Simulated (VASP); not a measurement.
Zr:

```
Zr
1.0
     3.18832    0.00000    0.00000
    -1.59416    2.76117    0.00000
     0.00000    0.00000    5.07744
Zr
2
Direct
  0.66667 0.33333 0.75000
  0.33333 0.66667 0.25000
```

This cell differs from its parent crystal: volume scaled by 0.96.

Base run:

- Program: VASP 6.6.1
- Functional: PBE
- Potentials or basis: VASP PAW PBE potentials, release 64 (Zr_sv)
- Cutoff: 520 eV
- k mesh: 9 × 9 × 5
- Occupations: fermi-dirac, width 0.05 eV
- Spin: no spin polarisation

Its results: band gap on the k mesh zero (band 12 reaches 10.32 eV, above the bottom of band 13 at 9.22 eV); pressure 4.7 GPa.

Q: After a change of settings the same cell gave: band gap on the k mesh zero (band 12 reaches 10.19 eV, above the bottom of band 13 at 9.09 eV); pressure 0.7 GPa. Which change was it?
A. functional from PBE to r2SCAN
B. functional from PBE to LDA; potentials or basis from VASP PAW PBE potentials, release 64 (Zr_sv) to VASP PAW LDA potentials, release 64 (Zr_sv)
C. functional from PBE to RPBE; cutoff from 520 eV to 500 eV; dispersion from none to D4
D. functional from PBE to PBEsol; further incar settings from ALGO = Normal; EDIFF = 1e-06; NBANDS = 19 to ALGO = Normal; EDIFF = 1e-07; NBANDS = 19

A: D.

Caveats: the PAW data sets were made with another functional, which shifts forces and pressure a little (some runs).
